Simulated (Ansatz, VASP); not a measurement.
Nb in VASP and in Ansatz

```
Nb
1.0
     0.00000    2.15648    2.15648
     2.15648    0.00000    2.15648
     2.15648    2.15648    0.00000
Nb
1
Direct
  0.00000 0.00000 0.00000
```

Change from the starting cell: volume scaled by 1.06.

Alike in both runs: task single point; functional PBE; dispersion D3(BJ); k mesh 8 × 8 × 8; non-collinear spin, spin-orbit coupling.

|  | VASP | Ansatz |
| --- | --- | --- |
| version | VASP 6.6.1 | Ansatz 0.2.0 |
| potentials or method | VASP PAW PBE potentials, release 64 (Nb_sv), cutoff 520 eV | all-electron LAPW, relativistic spinors |
| occupations | methfessel-paxton of order 1, width 0.01 eV | cold, width 0.01 eV |

|  | VASP | Ansatz | Ansatz less VASP |
| --- | --- | --- | --- |
| pressure (GPa) | -15.8 | -15.5 | +0.30 |

Ansatz ran all-electron here, and VASP with PAW potentials.

Noted on Ansatz's run: the k mesh is thin for a metal, which can move the energy by tens of meV per atom.
